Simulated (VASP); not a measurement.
# C (Cmme) in VASP: notebook, part 2 of 2

VASP 6.6.1. Earlier steps stand in the parts before.

## 3. Single point, PBE

Input file INCAR:

```
PREC     = Accurate       # precision mode
ENCUT    = 520            # plane-wave cutoff, eV
EDIFF    = 1E-6           # SCF threshold, eV
ISMEAR   = -1             # smearing method
SIGMA    = 0.1            # smearing width, eV
LREAL    = F              # projectors in reciprocal space
LASPH    = T              # aspherical terms in the spheres
NELM     = 60             # most SCF steps
ALGO     = Normal         # electronic algorithm
ISIF     = 2              # what is computed and relaxed
LWAVE    = F              # write WAVECAR
LCHARG   = F              # write CHGCAR
GGA      = PE             # functional
NBANDS   = 16             # bands
```

Input file KPOINTS:

```
Automatic mesh
0
Gamma
  18 18 6
```

Input file POSCAR:

```
C
1.0
    1.2280479700     -2.1270618200      0.0000000000
    1.2280479700      2.1270618200      0.0000000000
    0.0000000000      0.0000000000      7.1732677600
C
4
Direct
    0.0833794600      0.9166205400      0.7531376000
    0.5833794600      0.4166205400      0.2468624000
    0.9166205400      0.0833794600      0.2468624000
    0.4166205400      0.5833794600      0.7531376000
```

Potentials or basis: VASP PAW PBE potentials, release 64 (C).

Run with:

```sh
$ cat potpaw_PBE.64/C/POTCAR > POTCAR
$ mpirun -np 1 vasp_std > vasp.out
```

OUTCAR:

```text
PREC = Accurate
   ENCUT = 520
   EDIFF = 1E-6
   ISMEAR = -1
   LREAL = F
   LASPH = T
   NELM = 60
   ISIF = 2
   GGA = PE

 ion  position               nearest neighbor table
   1  0.083  0.917  0.753-   4 1.42   4 1.42   4 1.42
   2  0.583  0.417  0.247-   3 1.42   3 1.42   3 1.42
   3  0.917  0.083  0.247-   2 1.42   2 1.42   2 1.42
   4  0.417  0.583  0.753-   1 1.42   1 1.42   1 1.42

  LATTYP: Found a hexagonal cell.
 ALAT       =     2.4561135566
 C/A-ratio  =     2.9205765918

  Lattice vectors:

 A1 = (   1.2280479700,  -2.1270618200,   0.0000000000)
 A2 = (   1.2280479700,   2.1270618200,   0.0000000000)
 A3 = (   0.0000000000,   0.0000000000,   7.1732677600)

Analysis of symmetry for initial positions (statically):
=====================================================================
 Subroutine PRICEL returns:
 Original cell was already a primitive cell.

 Routine SETGRP: Setting up the symmetry group for a
 hexagonal supercell.

 Subroutine GETGRP returns: Found  8 space group operations
 (whereof  4 operations were pure point group operations)
 out of a pool of 24 trial point group operations.

The static configuration has the point symmetry C_2h.
 The point group associated with its full space group is D_2h.

Analysis of symmetry for dynamics (positions and initial velocities):
=====================================================================
 Subroutine PRICEL returns:
 Original cell was already a primitive cell.

 Routine SETGRP: Setting up the symmetry group for a
 hexagonal supercell.

 Subroutine GETGRP returns: Found  8 space group operations
 (whereof  4 operations were pure point group operations)
 out of a pool of 24 trial point group operations.

The dynamic configuration has the point symmetry C_2h.
 The point group associated with its full space group is D_2h.

 Subroutine INISYM returns: Found  8 space group operations
 (whereof  4 operations are pure point group operations),
 and found     1 'primitive' translations

[... 119 lines left out ...]
  volume/ion in A,a.u.               =       9.37        63.22
  Fermi-wavevector in a.u.,A,eV,Ry     =   1.232728  2.329519 20.675669  1.519619
  Thomas-Fermi vector in A             =   2.367487
   LORBIT       =      0    0 simple, 1 ext, 2 COOP (PROOUT), +10 PAW based schemes
   GGA     = PE    functional components
   LHFCALC =     F    Hartree Fock is set to
   AEXX    =    0.0000 exact exchange contribution
   IVDW    =     0    specifies the selected vdW correction
   LEPSILON=     F    determine dielectric tensor
   LRPA    =     F    only Hartree local field effects (RPA)
 non-spin polarized calculation
  energy-cutoff  :      520.00
  volume of cell :       37.48
 maximum number of plane-waves:      1028
   NGX =  9   NGY =  9   NGZ = 27

 number of electron      15.9999996 magnetization

 Free energy of the ion-electron system (eV)
  ---------------------------------------------------
  ext. energy  EPLUGINS =         0.00000000
  ---------------------------------------------------
  free energy    TOTEN  =       -36.87339318 eV

  energy without entropy =      -36.87117975  energy(sigma->0) =      -36.87228646

 E-fermi :   4.1777     XC(G=0):  -9.8827

 val. band max:        4.1660031488   @ k =   0.3333   0.3333   0.5000
 cond. band min:       4.1900472442   @ k =   0.3333   0.3333   0.5000
 fundamental gap:      0.0240440955
 Fermi energy:         4.1777221030

 k-point     1 :       0.0000    0.0000    0.0000
  band No.  band energies     occupation
      1     -15.5107      2.00000
      2     -15.3353      2.00000
      3      -4.1588      2.00000
      4      -2.7795      2.00000
      5       1.1495      2.00000
      6       1.1554      2.00000
[... 433 lines left out ...]
      3      -3.5339      2.00000
      4      -2.1844      2.00000
      5      -0.6342      2.00000
      6      -0.6172      2.00000
[... 8 lines left out ...]
     15      14.3273      0.00000
     16      14.3853      0.00000

 [... further k-points ...]

------------------------ aborting loop because EDIFF is reached ----------------------------------------

  FORCE on cell =-STRESS in cart. coord.  units (eV):
  Direction    XX          YY          ZZ          XY          YZ          ZX
  --------------------------------------------------------------------------------------
  -------------------------------------------------------------------------------------
  Total        1.2907434      1.2577269      0.3730007      0.0000000      0.0000000      0.0000000
  in kB       55.1833429     53.7717835     15.9469524      0.0000000      0.0000000      0.0000000
  external PRESSURE =      41.6340263 kB  Pullay stress =       0.0000000 kB

 VOLUME and BASIS-vectors are now :
 -----------------------------------------------------------------------------
  energy-cutoff  :      520.00
  volume of cell :       37.48
      direct lattice vectors                 reciprocal lattice vectors
     1.228047970 -2.127061820  0.000000000     0.407150219 -0.235066041  0.000000000
     1.228047970  2.127061820  0.000000000     0.407150219  0.235066041  0.000000000
     0.000000000  0.000000000  7.173267760     0.000000000  0.000000000  0.139406479

 POSITION                                       TOTAL-FORCE (eV/Angst)
 -----------------------------------------------------------------------------------
      1.22805      1.77236      5.40246         0.000000      0.023377     -0.008762
      1.22805     -0.35471      1.77081         0.000000      0.023377      0.008762
      1.22805     -1.77236      1.77081         0.000000     -0.023377      0.008762
      1.22805      0.35471      5.40246         0.000000     -0.023377     -0.008762
 -----------------------------------------------------------------------------------
    total drift:                                0.000000     -0.000000      0.000000

  FREE ENERGIE OF THE ION-ELECTRON SYSTEM (eV)
  ---------------------------------------------------
  free  energy   TOTEN  =       -36.8733931775 eV

  energy  without entropy=      -36.8711797492  energy(sigma->0) =      -36.87228646
```

OSZICAR:

```text
N       E                     dE             d eps       ncg     rms          rms(c)
DAV:   1     0.373138208055E+02    0.37314E+02   -0.78895E+03 11672   0.916E+02
DAV:   2    -0.364589349894E+02   -0.73773E+02   -0.67100E+02 16376   0.191E+02
DAV:   3    -0.393473518180E+02   -0.28884E+01   -0.28729E+01 15512   0.357E+01
DAV:   4    -0.393729863331E+02   -0.25635E-01   -0.25624E-01 14432   0.403E+00
DAV:   5    -0.393734146378E+02   -0.42830E-03   -0.42828E-03 15136   0.493E-01    0.906E+00
DAV:   6    -0.374755156867E+02    0.18979E+01   -0.12922E+00 13872   0.710E+00    0.530E+00
DAV:   7    -0.368637559392E+02    0.61176E+00   -0.16045E+00 14432   0.802E+00    0.150E+00
DAV:   8    -0.368744707831E+02   -0.10715E-01   -0.72610E-02 13960   0.160E+00    0.320E-01
DAV:   9    -0.368731625806E+02    0.13082E-02   -0.19437E-03 14776   0.304E-01    0.108E-01
DAV:  10    -0.368734025123E+02   -0.23993E-03   -0.79132E-04 12520   0.177E-01    0.796E-02
DAV:  11    -0.368733925008E+02    0.10012E-04   -0.28760E-05 15448   0.349E-02    0.148E-02
DAV:  12    -0.368733931775E+02   -0.67669E-06   -0.13825E-06 12952   0.925E-03
   1 F= -.36873393E+02 E0= -.36872286E+02  d E =-.221343E-02
```

stdout:

```text
POSCAR found type information on POSCAR C
 POSCAR found :  1 types and       4 ions
 scaLAPACK will be used
 LDA part: xc-table for (Slater+PW92), standard interpolation
 POSCAR, INCAR and KPOINTS ok, starting setup
 FFT: planning ... GRIDC
 FFT: planning ... GRID_SOFT
 FFT: planning ... GRID
 WAVECAR not read
 entering main loop
```

Wall time 2.3 min (1 thread of Intel Xeon Platinum 8375C at 2.90GHz (Ice Lake), shared host); peak memory 0.26 GiB.

What came out:

* Free energy: -36.8734 eV
* Pressure: 4.2 GPa
* Largest force: 0.025 eV/Å

Forces in eV/Å, atoms in the order of the input:
```
C    0.000  0.023 -0.009
C    0.000  0.023  0.009
C    0.000 -0.023  0.009
C    0.000 -0.023 -0.009
```

Stress tensor (GPa, compression positive):
```
5.52 0.00 0.00
0.00 5.38 0.00
0.00 0.00 1.59
```

Caveat: the cell stands under pressure; this functional lacks dispersion, which binds layers or chains, so the pressure and a relaxed spacing across them are unreliable.
